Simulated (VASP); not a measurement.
# CdO2: relaxation of cell and atoms with PBEsol

The system is CdO2.

```xyz
12
Lattice="5.4047 0.0000 0.0000 0.0000 5.4047 0.0000 0.0000 0.0000 5.4047" Properties=species:S:1:pos:R:3 pbc="T T T"
Cd    2.7024    0.0000    0.0000
Cd    0.0000    0.0000    2.7024
Cd    0.0000    2.7024    0.0000
Cd    2.7024    2.7024    2.7024
O     0.4341    2.2682    3.1365
O     2.2682    3.1365    0.4341
O     3.1365    0.4341    2.2682
O     4.9706    4.9706    4.9706
O     0.4341    0.4341    0.4341
O     2.2682    4.9706    3.1365
O     3.1365    2.2682    4.9706
O     4.9706    3.1365    2.2682
```

```
Program                : VASP 6.6.1
Task                   : relaxation of cell and atoms
Functional             : PBEsol
Potentials or basis    : VASP PAW PBE potentials, release 64 (Cd, O)
Cutoff                 : 600 eV
k mesh                 : 4 × 4 × 4
Occupations            : fermi-dirac, width 0.03 eV
Spin                   : no spin polarisation
Dipole correction      : no
Further INCAR settings : ALGO = Normal; EDIFF = 1e-07; IBRION = 2; EDIFFG = -0.01; NSW = 100; ISIF = 3
```

```
Relaxed volume                        : 12.49 Å³/atom
Relaxed cell                          : a = 5.311 Å, b = 5.311 Å, c = 5.311 Å, α = 90.00°, β = 90.00°, γ = 90.00°
Space group after relaxing (to 0.1 Å) : Pa-3 (No. 205)
Energy gained by relaxing             : 12.7 meV/atom
Ionic steps                           : 5
Pressure after relaxing               : 0.0 GPa
Largest force after relaxing          : 0.004 eV/Å
Band gap on the k mesh                : 1.29 eV (least direct gap 1.33 eV)
```

Forces on the atoms (eV/Å):
```
Cd   0.000  0.000  0.000
Cd   0.000  0.000  0.000
Cd   0.000  0.000  0.000
Cd   0.000  0.000  0.000
O    0.002 -0.002  0.002
O   -0.002  0.002  0.002
O    0.002  0.002 -0.002
O   -0.002 -0.002 -0.002
O    0.002  0.002  0.002
O   -0.002 -0.002  0.002
O    0.002 -0.002 -0.002
O   -0.002  0.002 -0.002
```

Step by step:
| step | energy change (eV) | largest force (eV/Å) | pressure (GPa) | volume (Å³) |
| --- | --- | --- | --- | --- |
| 1 | 0.0000 | 0.2105 | -5.90 | 157.88 |
| 2 | -0.0768 | 0.8323 | 3.61 | 147.06 |
| 3 | -0.1346 | 0.3891 | -0.49 | 151.17 |
| 4 | -0.1454 | 0.2220 | 0.40 | 149.02 |
| 5 | -0.1519 | 0.0036 | 0.03 | 149.84 |

Final structure:
```
Cd O
1.0
     5.31140    0.00000    0.00000
     0.00000    5.31140    0.00000
     0.00000    0.00000    5.31140
Cd O
4 8
Direct
  0.50000 0.00000 0.00000
  0.00000 0.00000 0.50000
  0.00000 0.50000 0.00000
  0.50000 0.50000 0.50000
  0.08074 0.41926 0.58074
  0.41926 0.58074 0.08074
  0.58074 0.08074 0.41926
  0.91926 0.91926 0.91926
  0.08074 0.08074 0.08074
  0.41926 0.91926 0.58074
  0.58074 0.41926 0.91926
  0.91926 0.58074 0.41926
```

Levels at points of the mesh, in eV from the valence-band top:
```csv
k point,band 44,band 45,band 46,band 47,band 48,band 49,band 50,band 51,band 52,band 53
"(0.00, 0.00, 0.00)",-0.19,-0.19,-0.19,0.00,0.00,1.33,2.97,2.97,2.97,3.47
"(0.50, 0.00, 0.00)",-1.68,-1.12,-1.12,-0.18,-0.18,1.84,1.84,3.13,3.13,4.45
"(0.50, 0.50, 0.00)",-1.59,-1.21,-1.21,-1.21,-1.21,2.50,2.50,2.50,2.50,5.11
"(0.50, 0.50, 0.50)",-1.88,-1.70,-1.70,-1.70,-1.70,3.11,3.11,3.11,3.11,5.41
```

It took 7.5 min on 1 thread of Oxide Virtual Turin-like Processor, on a shared host, peak memory 0.35 GiB.

Caveat: the PAW data sets were made with another functional, which shifts forces and pressure a little. A k mesh can miss the band edges.
